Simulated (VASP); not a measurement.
# Ti3W2 (Fmmm) in VASP: single point with PBE

Aim: the single point of Ti3W2 with PBE.

Everything below comes from runs of VASP 6.6.1. Logs are shortened: lines on timing, memory, paths and dates and some standing lists are left out, and cuts for length are marked.

**1. The cell of the first run**

Symmetry: Fmmm, No. 69, orthorhombic system. The conventional cell has a = 3.208 Å, b = 4.605 Å, c = 22.358 Å, α = 90.00°, β = 90.00°, γ = 90.00°. Within 3.6 Å of Ti (site symmetry mmm) lie 8 W at 2.72 to 3.19 Å and 6 Ti at 2.81 to 3.21 Å. Ti (site symmetry mm2) has 4 W at 2.69 to 3.15 Å and 10 Ti at 2.81 to 3.37 Å within 3.5 Å. Within 3.5 Å of W (site symmetry mm2) lie 8 Ti at 2.69 to 3.19 Å and 6 W at 2.81 to 3.21 Å.

**2. Single point, PBE, collinear spin**

The input, INCAR:

```
PREC     = Accurate       # precision mode
ENCUT    = 520            # plane-wave cutoff, eV
EDIFF    = 1E-6           # SCF threshold, eV
ISMEAR   = 0              # smearing method
SIGMA    = 0.1            # smearing width, eV
LREAL    = F              # projectors in reciprocal space
LASPH    = T              # aspherical terms in the spheres
NELM     = 150            # most SCF steps
ALGO     = Fast           # electronic algorithm
ISIF     = 2              # what is computed and relaxed
LWAVE    = F              # write WAVECAR
LCHARG   = T              # write CHGCAR
ISPIN    = 2              # spin polarisation
MAGMOM   = 1 1 1 0 0      # initial moments
LORBIT   = 11             # projections on sites
LMAXMIX  = 4              # l up to which the mixer works
GGA      = PE             # functional
LELF     = T              # ELF
LVHAR    = T            
NBANDS   = 44             # bands
```

The input, KPOINTS:

```
Automatic mesh
0
Gamma
  6 6 6
```

The input, POSCAR:

```
Ti3W2
1.0
    0.0000000000      2.3025034243     11.1791385563
    1.6038380587      0.0000000000     11.1791385563
    1.6038380587      2.3025034243      0.0000000000
Ti W
3 2
Direct
    0.5000000000      0.5000000000      0.5000000000
    0.6948942125      0.6948942125      0.3051057875
    0.3051057875      0.3051057875      0.6948942125
    0.9015269485      0.9015269485      0.0984730515
    0.0984730515      0.0984730515      0.9015269485
```

Potentials or basis: VASP PAW PBE potentials, release 64 (Ti_sv, W_sv).

On the command line:

```sh
$ cat potpaw_PBE.64/Ti_sv/POTCAR potpaw_PBE.64/W_sv/POTCAR > POTCAR
$ mpirun -np 1 vasp_std > vasp.out
```

OUTCAR:

```text
PREC = Accurate
   ENCUT = 520
   EDIFF = 1E-6
   ISMEAR = 0
   LREAL = F
   LASPH = T
   NELM = 150
   ISIF = 2
   ISPIN = 2
   LORBIT = 11
   GGA = PE

 ion  position               nearest neighbor table
   1  0.500  0.500  0.500-   5 2.72   5 2.72   4 2.72   4 2.72   4 3.19   5 3.19   5 3.19   4 3.19

   2  0.695  0.695  0.305-   5 2.69   5 2.69   5 3.15   5 3.15
   3  0.305  0.305  0.695-   4 2.69   4 2.69   4 3.15   4 3.15
   4  0.902  0.902  0.098-   3 2.69   3 2.69   1 2.72   1 2.72   3 3.15   3 3.15   1 3.19   1 3.19

   5  0.098  0.098  0.902-   2 2.69   2 2.69   1 2.72   1 2.72   2 3.15   2 3.15   1 3.19   1 3.19

  LATTYP: Found a face centered orthorhombic cell.
 ALAT       =     3.2076761174
 B/A-ratio  =     1.4356208919
 C/A-ratio  =     6.9702414752

  Lattice vectors:

 A1 = (   0.0000000000,   2.3025034243,  11.1791385563)
 A2 = (   1.6038380587,   0.0000000000,  11.1791385563)
 A3 = (   1.6038380587,   2.3025034243,   0.0000000000)

Analysis of symmetry for initial positions (statically):
=====================================================================
 Subroutine PRICEL returns:
 Original cell was already a primitive cell.

 Routine SETGRP: Setting up the symmetry group for a
 face centered orthorhombic supercell.

 Subroutine GETGRP returns: Found  8 space group operations
 (whereof  8 operations were pure point group operations)
 out of a pool of  8 trial point group operations.

The static configuration has the point symmetry D_2h.

Analysis of symmetry for dynamics (positions and initial velocities):
=====================================================================
 Subroutine PRICEL returns:
 Original cell was already a primitive cell.

 Routine SETGRP: Setting up the symmetry group for a
 face centered orthorhombic supercell.

 Subroutine GETGRP returns: Found  8 space group operations
 (whereof  8 operations were pure point group operations)
 out of a pool of  8 trial point group operations.

The dynamic configuration has the point symmetry D_2h.

Analysis of structural, dynamic, and magnetic symmetry:
=====================================================================
 Subroutine PRICEL returns:
 Original cell was already a primitive cell.

 Routine SETGRP: Setting up the symmetry group for a
 face centered orthorhombic supercell.

 Subroutine GETGRP returns: Found  8 space group operations
 (whereof  8 operations were pure point group operations)
 out of a pool of  8 trial point group operations.

The overall configuration has the point symmetry D_2h.

 Subroutine INISYM returns: Found  8 space group operations
 (whereof  8 operations are pure point group operations),
 and found     1 'primitive' translations

----------------------------------------------------------------------------------------

                                     Primitive cell

  volume of cell :      82.5656

  direct lattice vectors                    reciprocal lattice vectors
     0.000000000  2.302503424 11.179138556    -0.311752173  0.217154943  0.044726165
     1.603838059  0.000000000 11.179138556     0.311752173 -0.217154943  0.044726165
     1.603838059  2.302503424  0.000000000     0.311752173  0.217154943 -0.044726165

  length of vectors
    11.413792572 11.293601524  2.806032526     0.382552110  0.382552110  0.382552110

  position of ions in fractional coordinates (direct lattice)
     0.500000000  0.500000000  0.500000000
     0.694894213  0.694894213  0.305105787
     0.305105787  0.305105787  0.694894213
     0.901526948  0.901526948  0.098473052
     0.098473052  0.098473052  0.901526948

  ion indices of the primitive-cell ions
   primitive index   ion index
                 1           1
                 2           2
                 3           3
                 4           4
                 5           5

----------------------------------------------------------------------------------------

 KPOINTS: Automatic mesh

Automatic generation of k-mesh.
[... 23 lines left out ...]
  0.000000  0.000000  0.000000      1.000000
  0.166667  0.000000  0.000000      8.000000
  0.333333  0.000000  0.000000      8.000000
  0.500000 -0.000000  0.000000      4.000000
  0.166667  0.166667  0.000000      2.000000
  0.333333  0.166667 -0.000000      8.000000
[... 16 lines left out ...]
 -0.166667  0.166667  0.166667      8.000000
  0.500000  0.333333  0.166667      4.000000
 [... further k-points ...]
   k-points           NKPTS =     46   k-points in BZ     NKDIM =     46   number of bands    NBANDS=     44
   number of dos      NEDOS =    301   number of ions     NIONS =      5
   total plane-waves  NPLWV = 181440
   dimension x,y,z NGX =    90 NGY =   84 NGZ =   24
   dimension x,y,z NGXF=   180 NGYF=  168 NGZF=   48
   ions per type =               3   2
   NGX,Y,Z   is equivalent  to a cutoff of  13.11, 12.37, 14.22 a.u.
   NGXF,Y,Z  is equivalent  to a cutoff of  26.22, 24.73, 28.44 a.u.
 SYSTEM =  unknown system
   PREC   = accura    normal or accurate (medium, high low for compatibility)
   ISTART =      0    job   : 0-new  1-cont  2-samecut
   ICHARG =      2    charge: 1-file 2-atom 10-const
   ISPIN  =      2    spin polarized calculation?
   LNONCOLLINEAR =      F non collinear calculations
   LSORBIT =      F    spin-orbit coupling
   LASPH  =      T    aspherical Exc in radial PAW
   ENCUT  =  520.0 eV  38.22 Ry    6.18 a.u.  21.22 21.00  5.22*2*pi/ulx,y,z
   NELM   =    150;   NELMIN=  2; NELMDL= -5     # of ELM steps
   EDIFF  = 0.1E-05   stopping-criterion for ELM
   LREAL  =      F    real-space projection
   EDIFFG = 0.1E-04   stopping-criterion for IOM
   NSW    =      0    number of steps for IOM
   IBRION =     -1    ionic relax: 0-MD 1-quasi-New 2-CG
   NFREE  =      0    steps in history (QN), initial steepest desc. (CG)
   ISIF   =      2    stress and relaxation
   ISYM   =      2    0-nonsym 1-usesym 2-fastsym
   POTIM  = 0.5000    time-step for ionic-motion
   TEBEG  =    0.0;   TEEND  =   0.0 temperature during run
   PSTRESS=    0.0 pullay stress
   NELECT =      64.0000    total number of electrons
   NUPDOWN=      -1.0000    fix difference up-down
   EMIN   =  10.00;   EMAX   =-10.00  energy-range for DOS
   EFERMI =   0.00;   METHOD = LEGACY
   ISMEAR =     0;   SIGMA  =   0.10  broadening in eV -4-tet -1-fermi 0-gaus
   EFERMI_NEDOS =   21; number of points for ismear=-14 and -15
   IALGO  =     68    algorithm
   IMIX   =      4    mixing-type and parameters
     AMIX     =   0.40;   BMIX     =  1.00
     AMIX_MAG =   1.60;   BMIX_MAG =  1.00
  volume/ion in A,a.u.               =      16.51       111.44
  Fermi-wavevector in a.u.,A,eV,Ry     =   1.503841  2.841846 30.770069  2.261536
  Thomas-Fermi vector in A             =   2.614898
   LORBIT       =     11    0 simple, 1 ext, 2 COOP (PROOUT), +10 PAW based schemes
   GGA     = PE    functional components
   LHFCALC =     F    Hartree Fock is set to
   AEXX    =    0.0000 exact exchange contribution
   IVDW    =     0    specifies the selected vdW correction
   LEPSILON=     F    determine dielectric tensor
   LRPA    =     F    only Hartree local field effects (RPA)
 spin polarized calculation
 RMM-DIIS sequential band-by-band and
 Gauss-broadening in eV      SIGMA  =   0.10
  energy-cutoff  :      520.00
  volume of cell :       82.57
 maximum number of plane-waves:      2240
 NGX is ok and might be reduce to    90
   NGX = 43   NGY = 41   NGZ = 11

 number of electron      63.9999999 magnetization       0.6249744

 Free energy of the ion-electron system (eV)
  ---------------------------------------------------
  ext. energy  EPLUGINS =         0.00000000
  ---------------------------------------------------
  free energy    TOTEN  =       -49.30418096 eV

  energy without entropy =      -49.25925722  energy(sigma->0) =      -49.28171909

 E-fermi :   9.1889     XC(G=0): -12.4012

 val. band max:        9.1887259953   @ k =  -0.1667   0.1667   0.1667
 cond. band min:       9.1934173519   @ k =   0.5000   0.3333   0.0000
 fundamental gap:      0.0046913565
 Fermi energy:         9.1889036413

 spin component 1

 k-point     1 :       0.0000    0.0000    0.0000
  band No.  band energies     occupation
      1     -64.1016      1.00000
      2     -64.1015      1.00000
      3     -47.3579      1.00000
      4     -47.3167      1.00000
      5     -47.2280      1.00000
      6     -28.4004      1.00000
[... 1117 lines left out ...]
     43      11.5227      0.00000
     44      12.3733      0.00000

 [... further k-points ...]

 spin component 2

 k-point     1 :       0.0000    0.0000    0.0000
  band No.  band energies     occupation
      1     -64.1020      1.00000
      2     -64.1019      1.00000
      3     -47.2407      1.00000
      4     -47.1997      1.00000
      5     -47.0820      1.00000
      6     -28.4026      1.00000
[... 1117 lines left out ...]
     43      11.6424      0.00000
     44      12.5489      0.00000

 [... further k-points ...]

------------------------ aborting loop because EDIFF is reached ----------------------------------------

  FORCE on cell =-STRESS in cart. coord.  units (eV):
  Direction    XX          YY          ZZ          XY          YZ          ZX
  --------------------------------------------------------------------------------------
  -------------------------------------------------------------------------------------
  Total        0.1129635     -0.0840650      0.0784376     -0.0000000      0.0000000      0.0000000
  in kB        2.1920447     -1.6312731      1.5220736     -0.0000000      0.0000000      0.0000000
  external PRESSURE =       0.6942817 kB  Pullay stress =       0.0000000 kB

 VOLUME and BASIS-vectors are now :
 -----------------------------------------------------------------------------
  energy-cutoff  :      520.00
  volume of cell :       82.57
      direct lattice vectors                 reciprocal lattice vectors
     0.000000000  2.302503424 11.179138556    -0.311752173  0.217154943  0.044726165
     1.603838059  0.000000000 11.179138556     0.311752173 -0.217154943  0.044726165
     1.603838059  2.302503424  0.000000000     0.311752173  0.217154943 -0.044726165

 POSITION                                       TOTAL-FORCE (eV/Angst)
 -----------------------------------------------------------------------------------
      1.60384      2.30250     11.17914         0.000000     -0.000000      0.000000
      1.60384      2.30250     15.53664         0.000000      0.000000      0.011442
      1.60384      2.30250      6.82164         0.000000      0.000000     -0.011442
      1.60384      2.30250     20.15659         0.000000      0.000000      0.003813
      1.60384      2.30250      2.20169         0.000000      0.000000     -0.003813
 -----------------------------------------------------------------------------------
    total drift:                               -0.000000     -0.000000      0.000000

  FREE ENERGIE OF THE ION-ELECTRON SYSTEM (eV)
  ---------------------------------------------------
  free  energy   TOTEN  =       -49.3041809647 eV

  energy  without entropy=      -49.2592572222  energy(sigma->0) =      -49.28171909

 total charge

# of ion       s       p       d       tot
------------------------------------------
    1        2.238   6.167   1.946  10.351
    2        2.241   6.144   1.914  10.298
    3        2.241   6.144   1.914  10.298
    4        2.416   6.253   3.380  12.050
    5        2.416   6.253   3.380  12.050
--------------------------------------------------
tot         11.552  30.961  12.534  55.048

 magnetization (x)

# of ion       s       p       d       tot
------------------------------------------
    1        0.003   0.011   0.151   0.166
    2        0.002   0.010   0.120   0.132
    3        0.002   0.010   0.120   0.132
    4       -0.001   0.008  -0.005   0.002
    5       -0.001   0.008  -0.005   0.002
--------------------------------------------------
tot          0.005   0.047   0.382   0.434
```

It took 32 min on 1 thread of Intel Xeon 6975P-C (Granite Rapids), shared host; peak memory 0.69 GiB.

What came out:

- Free energy: -49.3042 eV
- Pressure: 0.1 GPa
- Largest force: 0.011 eV/Å
- Net moment: 0.62 μB per cell
- Site moments: Ti +0.17, +0.13 (each value once); W +0.00 μB
- Valence electrons inside the program's atomic spheres: Ti 10.35, 10.30 (each value once); W 12.05

Forces on the atoms (eV/Å):
```
Ti   0.000  0.000  0.000
Ti   0.000  0.000  0.011
Ti   0.000  0.000 -0.011
W    0.000  0.000  0.004
W    0.000  0.000 -0.004
```

Levels at points of the mesh, in eV from the Fermi level:
Spin up:
```
           k point  band 29  band 30  band 31  band 32  band 33  band 34  band 35  band 36
(0.00, 0.00, 0.00)     0.02     0.16     0.19     0.27     0.43     0.79     0.89     1.06
(0.50, 0.00, 0.00)    -0.96    -0.61    -0.46    -0.05     0.55     0.65     1.29     2.52
(0.50, 0.50, 0.00)    -0.01     0.35     0.40     0.46     0.59     0.61     0.61     0.75
(0.50, 0.00, 0.50)    -1.02    -0.87    -0.54     0.71     1.05     1.61     1.65     3.00
(0.00, 0.50, 0.50)    -1.39    -0.92     0.18     0.26     1.63     1.93     2.00     2.18
```
Spin down:
| k point | band 30 | band 31 | band 32 | band 33 | band 34 | band 35 |
| --- | --- | --- | --- | --- | --- | --- |
| (0.00, 0.00, 0.00) | 0.26 | 0.30 | 0.46 | 0.54 | 0.95 | 0.98 |
| (0.50, 0.00, 0.00) | -0.48 | -0.33 | 0.07 | 0.65 | 0.73 | 1.39 |
| (0.50, 0.50, 0.00) | 0.42 | 0.50 | 0.58 | 0.69 | 0.76 | 0.79 |
| (0.50, 0.00, 0.50) | -0.80 | -0.50 | 0.85 | 1.16 | 1.69 | 1.72 |
| (0.00, 0.50, 0.50) | -0.85 | 0.26 | 0.36 | 1.75 | 2.01 | 2.08 |

Caveat: the k points lie up to 0.40 Å⁻¹ apart; a moment this small can come from the mesh or the smearing; spin-orbit coupling is left out, which moves the levels of the heavy elements.
